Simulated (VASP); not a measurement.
# GaP (R-3m) in VASP: single point with PBEsol

Aim: the single point of GaP with PBEsol.

Program: VASP 6.6.1. These are calculated values, not measurements. Logs are shortened: lines on timing, memory, paths and dates and some standing lists are left out, and cuts for length are marked.

**1. The cell of the first run**

It takes space group R-3m (No. 166, trigonal). The conventional cell has a = 3.886 Å, b = 3.886 Å, c = 19.292 Å, α = 90.00°, β = 90.00°, γ = 120.00°. Within 3.2 Å of Ga (site symmetry 3m) lie 3 P at 2.40 Å and 1 Ga at 2.49 Å. Within 2.9 Å of P (site symmetry 3m) lie 1 P at 2.21 Å and 3 Ga at 2.40 Å.

**2. Single point, PBEsol**

Contents of INCAR:

```
SYSTEM = GaP
  PREC = Accurate
  ENCUT = 500
  EDIFF = 1E-6
  ISMEAR = 0
  SIGMA = 0.01
  LREAL = .FALSE.
  LASPH = .TRUE.
  NELM = 120
  ALGO = Normal
  ISIF = 2
  LWAVE = .FALSE.
  LCHARG = .TRUE.
  GGA = PS
  LELF = .TRUE.
  LVHAR = .TRUE.
  NBANDS = 26
  GGA_COMPAT = .FALSE.
```

Contents of KPOINTS:

```
regular mesh
0
G
  3 3 3
  0 0 0
```

Contents of POSCAR:

```
GaP
1.0
    1.9430150000      1.1218000000      6.4308100000
   -1.9430150000      1.1218000000      6.4308100000
    0.0000000000     -2.2436010000      6.4308100000
Ga P
2 2
Direct
    0.4353720000      0.4353720000      0.4353720000
    0.5646280000      0.5646280000      0.5646280000
    0.0573890000      0.0573890000      0.0573890000
    0.9426110000      0.9426110000      0.9426110000
```

Potentials or basis: VASP PAW PBE potentials, release 64 (Ga_d, P).

Launch:

```console
cat potpaw_PBE.64/Ga_d/POTCAR potpaw_PBE.64/P/POTCAR > POTCAR
mpirun -np 1 vasp_std > vasp.out
```

OUTCAR:

```text
SYSTEM = GaP
   PREC = Accurate
   ENCUT = 500
   EDIFF = 1E-6
   ISMEAR = 0
   LREAL = .FALSE.
   LASPH = .TRUE.
   NELM = 120
   ISIF = 2
   GGA = PS

 ion  position               nearest neighbor table
   1  0.435  0.435  0.435-   3 2.40   3 2.40   3 2.40   2 2.49
   2  0.565  0.565  0.565-   4 2.40   4 2.40   4 2.40   1 2.49
   3  0.057  0.057  0.057-   4 2.21   1 2.40   1 2.40   1 2.40
   4  0.943  0.943  0.943-   3 2.21   2 2.40   2 2.40   2 2.40

  LATTYP: Found a trigonal (rhomboedric) cell.
 ALAT       =     6.8109514597
 COS(alpha) =     0.8372328435

  Lattice vectors:

 A1 = (   1.9430150000,   1.1218000000,   6.4308100000)
 A2 = (  -1.9430150000,   1.1218000000,   6.4308100000)
 A3 = (   0.0000000000,  -2.2436010000,   6.4308100000)

Analysis of symmetry for initial positions (statically):
=====================================================================
 Subroutine PRICEL returns:
 Original cell was already a primitive cell.

 Routine SETGRP: Setting up the symmetry group for a
 trigonal (rhombohedral) supercell.

 Subroutine GETGRP returns: Found 12 space group operations
 (whereof 12 operations were pure point group operations)
 out of a pool of 12 trial point group operations.

The static configuration has the point symmetry D_3d.

Analysis of symmetry for dynamics (positions and initial velocities):
=====================================================================
 Subroutine PRICEL returns:
 Original cell was already a primitive cell.

 Routine SETGRP: Setting up the symmetry group for a
 trigonal (rhombohedral) supercell.

 Subroutine GETGRP returns: Found 12 space group operations
 (whereof 12 operations were pure point group operations)
 out of a pool of 12 trial point group operations.

The dynamic configuration has the point symmetry D_3d.

 Subroutine INISYM returns: Found 12 space group operations
 (whereof 12 operations are pure point group operations),
 and found     1 'primitive' translations

----------------------------------------------------------------------------------------

                                     Primitive cell

  volume of cell :      84.1024

  direct lattice vectors                    reciprocal lattice vectors
     1.943015000  1.121800000  6.430810000     0.257332033  0.148570705  0.051833810
    -1.943015000  1.121800000  6.430810000    -0.257332033  0.148570705  0.051833810
     0.000000000 -2.243601000  6.430810000     0.000000000 -0.297141410  0.051833787

  length of vectors
     6.810951460  6.810951460  6.810951674     0.301628536  0.301628536  0.301628512

  position of ions in fractional coordinates (direct lattice)
     0.435372000  0.435372000  0.435372000
     0.564628000  0.564628000  0.564628000
     0.057389000  0.057389000  0.057389000
     0.942611000  0.942611000  0.942611000

  ion indices of the primitive-cell ions
   primitive index   ion index
                 1           1
                 2           2
                 3           3
                 4           4

----------------------------------------------------------------------------------------

 KPOINTS: regular mesh

Automatic generation of k-mesh.
 Grid dimensions read from file:
 generate k-points for:    3    3    3

 Generating k-lattice:

  Cartesian coordinates                     Fractional coordinates (reciprocal lattice)
     0.085777344  0.049523568  0.017277937     0.333333333 -0.000000000 -0.000000000
    -0.085777344  0.049523568  0.017277937    -0.000000000  0.333333333 -0.000000000
     0.000000000 -0.099047137  0.017277929    -0.000000000 -0.000000000  0.333333333

  Length of vectors
     0.100542845  0.100542845  0.100542837

  Shift w.r.t. Gamma in fractional coordinates (k-lattice)
     0.000000000  0.000000000  0.000000000

 Subroutine IBZKPT returns following result:
 ===========================================

 Found      6 irreducible k-points:

 Following reciprocal coordinates:
            Coordinates               Weight
  0.000000  0.000000  0.000000      1.000000
  0.333333 -0.000000  0.000000      6.000000
  0.333333  0.333333  0.000000      6.000000
 -0.333333  0.333333  0.000000      6.000000
  0.333333  0.333333  0.333333      2.000000
 -0.333333  0.333333  0.333333      6.000000
   k-points           NKPTS =      6   k-points in BZ     NKDIM =      6   number of bands    NBANDS=     26
   number of dos      NEDOS =    301   number of ions     NIONS =      4
   total plane-waves  NPLWV = 125000
   dimension x,y,z NGX =    50 NGY =   50 NGZ =   50
   dimension x,y,z NGXF=   100 NGYF=  100 NGZF=  100
   ions per type =               2   2
   NGX,Y,Z   is equivalent  to a cutoff of  12.20, 12.20, 12.20 a.u.
   NGXF,Y,Z  is equivalent  to a cutoff of  24.41, 24.41, 24.41 a.u.
 SYSTEM =  GaP
   PREC   = accura    normal or accurate (medium, high low for compatibility)
   ISTART =      0    job   : 0-new  1-cont  2-samecut
   ICHARG =      2    charge: 1-file 2-atom 10-const
   ISPIN  =      1    spin polarized calculation?
   LNONCOLLINEAR =      F non collinear calculations
   LSORBIT =      F    spin-orbit coupling
   LASPH  =      T    aspherical Exc in radial PAW
   ENCUT  =  500.0 eV  36.75 Ry    6.06 a.u.  12.42 12.42 12.42*2*pi/ulx,y,z
   NELM   =    120;   NELMIN=  2; NELMDL= -5     # of ELM steps
   EDIFF  = 0.1E-05   stopping-criterion for ELM
   LREAL  =      F    real-space projection
   EDIFFG = 0.1E-04   stopping-criterion for IOM
   NSW    =      0    number of steps for IOM
   IBRION =     -1    ionic relax: 0-MD 1-quasi-New 2-CG
   NFREE  =      0    steps in history (QN), initial steepest desc. (CG)
   ISIF   =      2    stress and relaxation
   ISYM   =      2    0-nonsym 1-usesym 2-fastsym
   POTIM  = 0.5000    time-step for ionic-motion
   TEBEG  =    0.0;   TEEND  =   0.0 temperature during run
   PSTRESS=    0.0 pullay stress
   NELECT =      36.0000    total number of electrons
   NUPDOWN=      -1.0000    fix difference up-down
   EMIN   =  10.00;   EMAX   =-10.00  energy-range for DOS
   EFERMI =   0.00;   METHOD = LEGACY
   ISMEAR =     0;   SIGMA  =   0.01  broadening in eV -4-tet -1-fermi 0-gaus
   EFERMI_NEDOS =   21; number of points for ismear=-14 and -15
   IALGO  =     38    algorithm
   IMIX   =      4    mixing-type and parameters
     AMIX     =   0.40;   BMIX     =  1.00
     AMIX_MAG =   1.60;   BMIX_MAG =  1.00
  volume/ion in A,a.u.               =      21.03       141.89
  Fermi-wavevector in a.u.,A,eV,Ry     =   1.233785  2.331515 20.711131  1.522225
  Thomas-Fermi vector in A             =   2.368501
   LORBIT       =      0    0 simple, 1 ext, 2 COOP (PROOUT), +10 PAW based schemes
   GGA     = PS    functional components
   LHFCALC =     F    Hartree Fock is set to
   AEXX    =    0.0000 exact exchange contribution
   IVDW    =     0    specifies the selected vdW correction
   LEPSILON=     F    determine dielectric tensor
   LRPA    =     F    only Hartree local field effects (RPA)
 non-spin polarized calculation
 Gauss-broadening in eV      SIGMA  =   0.01
  energy-cutoff  :      500.00
  volume of cell :       84.10
 maximum number of plane-waves:      2151
 NGX is ok and might be reduce to    50
   NGX = 25   NGY = 25   NGZ = 25

 number of electron      35.9999999 magnetization

 Free energy of the ion-electron system (eV)
  ---------------------------------------------------
  ext. energy  EPLUGINS =         0.00000000
  ---------------------------------------------------
  free energy    TOTEN  =       -18.79816560 eV

  energy without entropy =      -18.79816560  energy(sigma->0) =      -18.79816560

 E-fermi :   4.6988     XC(G=0):  -9.8273

 val. band max:        4.5970945175   @ k =   0.0000   0.0000   0.0000
 cond. band min:       5.5776727804   @ k =   0.3333   0.3333   0.3333
 fundamental gap:      0.9805782629
 Fermi energy:         4.6987614120

 k-point     1 :       0.0000    0.0000    0.0000
  band No.  band energies     occupation
      1     -10.2387      2.00000
      2     -10.1053      2.00000
      3     -10.1053      2.00000
      4     -10.0859      2.00000
      5     -10.0859      2.00000
      6     -10.0377      2.00000
[... 18 lines left out ...]
     25       8.8915      0.00000
     26      12.4083      0.00000

 k-point     2 :       0.3333   -0.0000    0.0000
  band No.  band energies     occupation
      1     -10.2225      2.00000
      2     -10.1839      2.00000
      3     -10.1230      2.00000
      4     -10.1008      2.00000
      5     -10.0537      2.00000
      6     -10.0531      2.00000
[... 18 lines left out ...]
     25      11.3287      0.00000
     26      11.5721      0.00000

 k-point     3 :       0.3333    0.3333    0.0000
  band No.  band energies     occupation
      1     -10.2226      2.00000
      2     -10.1627      2.00000
      3     -10.1390      2.00000
      4     -10.1049      2.00000
      5     -10.0535      2.00000
      6     -10.0521      2.00000
[... 18 lines left out ...]
     25      12.0583      0.00000
     26      12.5695      0.00000

 k-point     4 :      -0.3333    0.3333    0.0000
  band No.  band energies     occupation
      1     -10.2020      2.00000
      2     -10.2006      2.00000
      3     -10.1463      2.00000
      4     -10.0869      2.00000
      5     -10.0849      2.00000
      6     -10.0220      2.00000
[... 18 lines left out ...]
     25      11.9794      0.00000
     26      12.0284      0.00000

 k-point     5 :       0.3333    0.3333    0.3333
  band No.  band energies     occupation
      1     -10.2375      2.00000
      2     -10.1039      2.00000
      3     -10.1039      2.00000
      4     -10.0878      2.00000
      5     -10.0878      2.00000
      6     -10.0384      2.00000
[... 18 lines left out ...]
     25       9.3449      0.00000
     26      12.2468      0.00000

 k-point     6 :      -0.3333    0.3333    0.3333
  band No.  band energies     occupation
      1     -10.2179      2.00000
      2     -10.1767      2.00000
      3     -10.1292      2.00000
      4     -10.1025      2.00000
      5     -10.0544      2.00000
      6     -10.0535      2.00000
[... 18 lines left out ...]
     25      11.7299      0.00000
     26      12.2488      0.00000

------------------------ aborting loop because EDIFF is reached ----------------------------------------

  FORCE on cell =-STRESS in cart. coord.  units (eV):
  Direction    XX          YY          ZZ          XY          YZ          ZX
  --------------------------------------------------------------------------------------
  -------------------------------------------------------------------------------------
  Total       -0.6742670     -0.6742671     -2.0753646      0.0000000      0.0000001      0.0000000
  in kB      -12.8449915    -12.8449938    -39.5363295      0.0000000      0.0000020      0.0000000
  external PRESSURE =     -21.7421049 kB  Pullay stress =       0.0000000 kB

 VOLUME and BASIS-vectors are now :
 -----------------------------------------------------------------------------
  energy-cutoff  :      500.00
  volume of cell :       84.10
      direct lattice vectors                 reciprocal lattice vectors
     1.943015000  1.121800000  6.430810000     0.257332033  0.148570705  0.051833810
    -1.943015000  1.121800000  6.430810000    -0.257332033  0.148570705  0.051833810
     0.000000000 -2.243601000  6.430810000     0.000000000 -0.297141410  0.051833787

 POSITION                                       TOTAL-FORCE (eV/Angst)
 -----------------------------------------------------------------------------------
      0.00000     -0.00000      8.39938         0.000000     -0.000000      0.017534
      0.00000     -0.00000     10.89305         0.000000      0.000000     -0.017534
      0.00000     -0.00000      1.10717         0.000000      0.000000     -0.013761
      0.00000     -0.00000     18.18526         0.000000     -0.000000      0.013761
 -----------------------------------------------------------------------------------
    total drift:                                0.000000     -0.000000      0.000000

  FREE ENERGIE OF THE ION-ELECTRON SYSTEM (eV)
  ---------------------------------------------------
  free  energy   TOTEN  =       -18.7981656048 eV

  energy  without entropy=      -18.7981656048  energy(sigma->0) =      -18.79816560
```

It took 98 s on 1 thread of Intel Xeon 8259CL, shared host; peak memory 0.33 GiB.

What came out:

| Quantity | Value |
| --- | --- |
| Free energy | -18.7982 eV |
| Pressure | -2.2 GPa |
| Largest force | 0.018 eV/Å |
| Band gap on the k mesh | 0.98 eV, indirect (least direct gap 0.99 eV) |

Forces on the atoms (eV/Å):
```
Ga   0.000  0.000  0.018
Ga   0.000  0.000 -0.018
P    0.000  0.000 -0.014
P    0.000  0.000  0.014
```

Stress tensor (GPa, compression positive):
```
-1.28  0.00  0.00
 0.00 -1.28  0.00
 0.00  0.00 -3.95
```

Caveat: the k points lie up to 0.63 Å⁻¹ apart; the PAW data sets were made with another functional, which shifts forces and pressure a little.
